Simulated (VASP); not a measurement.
# ZnS in VASP: further runs, part 2 of 2

VASP 6.6.1.

### Step 3. Single point, PBE

This run uses another cell than the first one: it holds 32 atoms, not 4.

INCAR reads:

```
SYSTEM = ZnS
PREC     = Accurate       ! precision mode
ENCUT    = 520            ! plane-wave cutoff, eV
EDIFF    = 1E-7           ! SCF threshold, eV
ISMEAR   = 0              ! smearing method
SIGMA    = 0.01           ! smearing width, eV
LREAL    = Auto         
LASPH    = .TRUE.         ! aspherical terms in the spheres
NELM     = 80             ! most SCF steps
ALGO     = Normal         ! electronic algorithm
ISIF     = 2              ! what is computed and relaxed
LWAVE    = .FALSE.        ! write WAVECAR
LCHARG   = .TRUE.         ! write CHGCAR
GGA      = PE             ! functional
LELF     = .TRUE.         ! ELF
LVHAR    = .TRUE.       
NBANDS   = 166            ! bands
LUSENCCL = .FALSE.
```

KPOINTS reads:

```
Automatic mesh
0
Gamma
  2 2 2
  0.5 0.5 0.5
```

POSCAR reads:

```
ZnS
1.0
    5.4423087484     -5.4423087484      5.4423087484
   -5.4423087484      5.4423087484      5.4423087484
   -5.4423087484     -5.4423087484     -5.4423087484
Zn S
16 16
Direct
    0.2500000000      0.2500000000      0.5000000000
    0.5000000000      0.2500000000      0.2500000000
    0.7500000000      0.2500000000      0.0000000000
    0.0000000000      0.5000000000      0.5000000000
    0.2500000000      0.5000000000      0.2500000000
    1.0000000000      0.2500000000      0.7500000000
    0.7500000000      0.7500000000      0.5000000000
    0.5000000000      0.5000000000      0.0000000000
    0.7500000000      0.5000000000      0.7500000000
    0.0000000000      0.7500000000      0.2500000000
    0.5000000000      0.0000000000      0.5000000000
    0.2500000000      0.7500000000      0.0000000000
    0.7500000000      0.0000000000      0.2500000000
    0.5000000000      0.7500000000      0.7500000000
    0.0000000000      0.0000000000      0.0000000000
    0.2500000000      0.0000000000      0.7500000000
    0.2500000000      0.0000000000      0.5000000000
    0.5000000000      0.0000000000      0.2500000000
    0.7500000000      0.0000000000      0.0000000000
    0.0000000000      0.2500000000      0.5000000000
    0.2500000000      0.2500000000      0.2500000000
    0.0000000000      0.0000000000      0.7500000000
    0.7500000000      0.5000000000      0.5000000000
    0.5000000000      0.2500000000      0.0000000000
    0.7500000000      0.2500000000      0.7500000000
    0.0000000000      0.5000000000      0.2500000000
    0.5000000000      0.7500000000      0.5000000000
    0.2500000000      0.5000000000      0.0000000000
    0.7500000000      0.7500000000      0.2500000000
    0.5000000000      0.5000000000      0.7500000000
    0.0000000000      0.7500000000      0.0000000000
    0.2500000000      0.7500000000      0.7500000000
```

Potentials or basis: VASP PAW PBE potentials, release 64 (Zn, S).

Launch:

```bash
> cat potpaw_PBE.64/Zn/POTCAR potpaw_PBE.64/S/POTCAR > POTCAR
> mpirun -np 1 vasp_std > vasp.out
```

OUTCAR:

```text
SYSTEM = ZnS
   PREC = Accurate
   ENCUT = 520
   EDIFF = 1E-7
   ISMEAR = 0
   LREAL = Auto
   LASPH = .TRUE.
   NELM = 80
   ISIF = 2
   GGA = PE

 ion  position               nearest neighbor table
   1  0.250  0.250  0.500-  17 2.36  20 2.36  21 2.36  30 2.36
   2  0.500  0.250  0.250-  18 2.36  21 2.36  23 2.36  24 2.36
   3  0.750  0.250  0.000-  19 2.36  24 2.36  25 2.36  26 2.36
   4  0.000  0.500  0.500-  20 2.36  23 2.36  26 2.36  32 2.36
   5  0.250  0.500  0.250-  21 2.36  26 2.36  27 2.36  28 2.36
   6  0.000  0.250  0.750-  20 2.36  22 2.36  25 2.36  28 2.36
[... 24 lines left out ...]
  31  0.000  0.750  0.000-   9 2.36  10 2.36  12 2.36  15 2.36
  32  0.250  0.750  0.750-   4 2.36  12 2.36  14 2.36  16 2.36

  LATTYP: Found a body centered cubic cell.
 ALAT       =    10.8846174968

  Lattice vectors:

 A1 = (   5.4423087484,  -5.4423087484,   5.4423087484)
 A2 = (  -5.4423087484,   5.4423087484,   5.4423087484)
 A3 = (  -5.4423087484,  -5.4423087484,  -5.4423087484)

Analysis of symmetry for initial positions (statically):
=====================================================================
[... 338 lines left out ...]
      1     -10.9342      2.00000
      2     -10.4494      2.00000
      3     -10.4494      2.00000
      4     -10.4494      2.00000
      5     -10.4494      2.00000
      6     -10.2079      2.00000
[... 148 lines left out ...]
    155       6.5727      0.00000
    156       6.5727      0.00000
 [bands above 156 left out]

------------------------ aborting loop because EDIFF is reached ----------------------------------------

  FORCE on cell =-STRESS in cart. coord.  units (eV):
  Direction    XX          YY          ZZ          XY          YZ          ZX
  --------------------------------------------------------------------------------------
  -------------------------------------------------------------------------------------
  Total        0.8555611      0.8555611      0.8555611      0.0000000      0.0000000      0.0000000
  in kB        2.1259453      2.1259453      2.1259453      0.0000000      0.0000000      0.0000000
  external PRESSURE =       2.1259453 kB  Pullay stress =       0.0000000 kB

 VOLUME and BASIS-vectors are now :
 -----------------------------------------------------------------------------
  energy-cutoff  :      520.00
  volume of cell :      644.78
      direct lattice vectors                 reciprocal lattice vectors
     5.442308748 -5.442308748  5.442308748     0.000000000 -0.091872774  0.091872774
    -5.442308748  5.442308748  5.442308748    -0.091872774  0.000000000  0.091872774
    -5.442308748 -5.442308748 -5.442308748    -0.091872774 -0.091872774  0.000000000

 POSITION                                       TOTAL-FORCE (eV/Angst)
 -----------------------------------------------------------------------------------
     -2.72115     -2.72115      0.00000        -0.000000      0.000000     -0.000000
      0.00000     -2.72115      2.72115        -0.000000      0.000000     -0.000000
      2.72115     -2.72115      5.44231         0.000000      0.000000      0.000000
     -5.44231      0.00000      0.00000        -0.000000      0.000000     -0.000000
     -2.72115      0.00000      2.72115         0.000000     -0.000000      0.000000
     -5.44231     -2.72115     -2.72115         0.000000     -0.000000     -0.000000
[... 24 lines left out ...]
     -4.08173      4.08173      4.08173        -0.000000     -0.000000      0.000000
     -6.80289     -1.36058      1.36058        -0.000000     -0.000000     -0.000000
 -----------------------------------------------------------------------------------
    total drift:                                0.000265      0.000265     -0.000265

  FREE ENERGIE OF THE ION-ELECTRON SYSTEM (eV)
  ---------------------------------------------------
  free  energy   TOTEN  =      -109.6673441125 eV

  energy  without entropy=     -109.6673441125  energy(sigma->0) =     -109.66734411
```

Run time: 83 s. Hardware: 1 × NVIDIA H100 80GB with 1 thread of AMD EPYC 7R13 (Zen 3), shared host; peak memory 1.6 GiB.

Results:

```yaml
Free_energy: -109.6673 eV
Pressure: 0.2 GPa
Band_gap_on_the_k_mesh: 3.59 eV
```

Levels at points of the mesh, in eV from the valence-band top:
```csv
k point,band 142,band 143,band 144,band 145,band 146,band 147
"(0.25, 0.25, 0.25)",-0.06,-0.06,-0.06,3.80,3.81,3.81
```

### Step 4. Single point, PBE

This run uses another cell than the first one: it holds 16 atoms, not 4.

INCAR reads:

```
SYSTEM = ZnS
PREC = Accurate ; ENCUT = 520
EDIFF = 1E-6 ; ISMEAR = 0
SIGMA = 0.01 ; LREAL = Auto
LASPH = .True. ; NELM = 100
ALGO = Normal ; ISIF = 2
LWAVE = .False. ; LCHARG = .False.
GGA = PE ; NBANDS = 86
```

KPOINTS reads:

```
regular mesh
0
Gamma
  1 1 1
  0 0 0
```

POSCAR reads:

```
ZnS
1.0
    0.0000000000      5.4423087469     -5.4423087469
    5.4423087469      5.4423087469      0.0000000000
    5.4423087469      0.0000000000     -5.4423087469
Zn S
8 8
Direct
    0.5000000000      0.5000000000      0.0000000000
    0.5000000000      0.0000000000      0.0000000000
    1.0000000000      0.5000000000      0.0000000000
    1.0000000000      0.0000000000      0.0000000000
    0.5000000000      0.5000000000      0.5000000000
    0.5000000000      0.0000000000      0.5000000000
    1.0000000000      0.5000000000      0.5000000000
    1.0000000000      0.0000000000      0.5000000000
    0.3750000000      0.3750000000      0.3750000000
    0.3750000000      0.8750000000      0.3750000000
    0.8750000000      0.3750000000      0.3750000000
    0.8750000000      0.8750000000      0.3750000000
    0.3750000000      0.3750000000      0.8750000000
    0.3750000000      0.8750000000      0.8750000000
    0.8750000000      0.3750000000      0.8750000000
    0.8750000000      0.8750000000      0.8750000000
```

Launch:

```bash
> cat potpaw_PBE.64/Zn/POTCAR potpaw_PBE.64/S/POTCAR > POTCAR
> mpirun -np 1 vasp_gam > vasp.out
```

It took 2.4 min on 1 thread of Intel Xeon 6975P-C, shared host; peak memory 0.46 GiB.

Results (log left out):

- Free energy: -44.9763 eV
- Pressure: 5.7 GPa
- Band gap on the k mesh: 1.90 eV

Levels at points of the mesh, in eV from the valence-band top:
| k point | band 69 | band 70 | band 71 | band 72 | band 73 | band 74 | band 75 | band 76 |
| --- | --- | --- | --- | --- | --- | --- | --- | --- |
| (0.00, 0.00, 0.00) | -0.86 | 0.00 | 0.00 | 0.00 | 1.90 | 3.09 | 3.09 | 3.09 |

Caveat: the k points lie up to 1.00 Å⁻¹ apart. A k mesh can miss the band edges.

### Step 5. Single point, PBE (uniaxial strain along a: +2.0 %, then relaxed in part)

INCAR reads:

```
ALGO = Normal
EDIFF = 1E-7
ENCUT = 520
GGA = PE
ISIF = 2
ISMEAR = 0
LASPH = T
LCHARG = F
LREAL = F
LWAVE = F
NBANDS = 26
NELM = 100
PREC = Accurate
SIGMA = 0.02
```

KPOINTS reads:

```
k-points
0
Gamma
  8 8 6
```

POSCAR reads:

```
ZnS
1.0
    2.7755774997      2.7755774997      0.0000000000
   -2.7233569562      2.7233569562      0.0000000000
    0.0000000000      0.0000000000      5.3795580565
Zn S
2 2
Direct
    0.0000000000      0.0000000000     -0.0015534609
    0.5000000000      0.5000000000      0.4984465391
    0.5000000000      0.0000000000      0.7515534609
    0.0000000000      0.5000000000      0.2515534609
```

Launch:

```bash
> cat potpaw_PBE.64/Zn/POTCAR potpaw_PBE.64/S/POTCAR > POTCAR
> mpirun -np 1 vasp_std > vasp.out
```

Wall time 3.5 min (1 thread of AMD EPYC 7R43 (Zen 3), shared host); peak memory 0.27 GiB.

The run converged. Its results:

```
Free energy            : -13.6973 eV
Pressure               : -0.4 GPa
Band gap on the k mesh : 1.93 eV
```

Stress tensor (GPa, compression positive):
```
-0.72 -0.86  0.00
-0.86 -0.72  0.00
 0.00  0.00  0.13
```

Levels at points of the mesh, in eV from the valence-band top:
```csv
k point,band 14,band 15,band 16,band 17,band 18,band 19,band 20,band 21,band 22,band 23
"(0.00, 0.00, 0.00)",-2.32,-2.13,-0.11,-0.02,0.00,1.93,3.32,3.93,6.26,6.38
"(0.50, 0.00, 0.00)",-3.89,-2.40,-2.40,-0.91,-0.91,4.74,4.74,6.58,6.58,7.36
"(0.00, 0.50, 0.00)",-3.87,-2.36,-2.36,-1.02,-1.02,4.54,4.54,6.57,6.57,7.23
"(0.50, 0.50, 0.00)",-4.52,-2.14,-2.14,-2.09,-2.09,3.47,3.47,4.10,4.10,10.61
"(0.00, 0.00, 0.50)",-2.52,-1.34,-1.34,-1.19,-1.19,4.29,4.29,4.55,4.55,8.36
"(0.50, 0.00, 0.50)",-5.15,-0.86,-0.86,-0.80,-0.80,3.27,3.27,6.89,6.89,7.01
"(0.00, 0.50, 0.50)",-5.12,-0.98,-0.98,-0.82,-0.82,3.12,3.12,6.73,6.73,6.98
"(0.50, 0.50, 0.50)",-4.53,-2.66,-2.66,-2.63,-2.63,5.76,5.76,5.94,5.94,7.96
```

Caveat: the cell differs from its parent crystal (uniaxial strain along a: +2.0 %, then relaxed in part).

### Step 6. The runs side by side

| cell | k mesh | smearing | gap on the mesh (eV) | pressure (GPa) |
| --- | --- | --- | --- | --- |
| a = 3.822, b = 3.822, c = 5.551 Å, 4 atoms | 8 × 8 × 6 | gaussian 0.02 eV | 1.96 | -0.2 |
| a = 9.426 Å, angles 109.5°, 32 atoms | 2 × 2 × 2, shifted | gaussian 0.01 eV | 3.59 | 0.2 |
| a = 7.697 Å, angles 60.0°, 16 atoms | 1 × 1 × 1 | gaussian 0.01 eV | 1.90 | 5.7 |
| a = 3.925, b = 3.851, c = 5.380 Å, 4 atoms | 8 × 8 × 6 | gaussian 0.02 eV | 1.93 | -0.4 |

Alike in all rows: task single point; level PBE; potentials or basis VASP PAW PBE potentials, release 64 (Zn, S); no spin polarisation; cutoff (eV) 520.

Caveats: some runs use coarse meshes.

Total energies depend on the potentials used, so only differences within one code and one set of settings carry meaning.
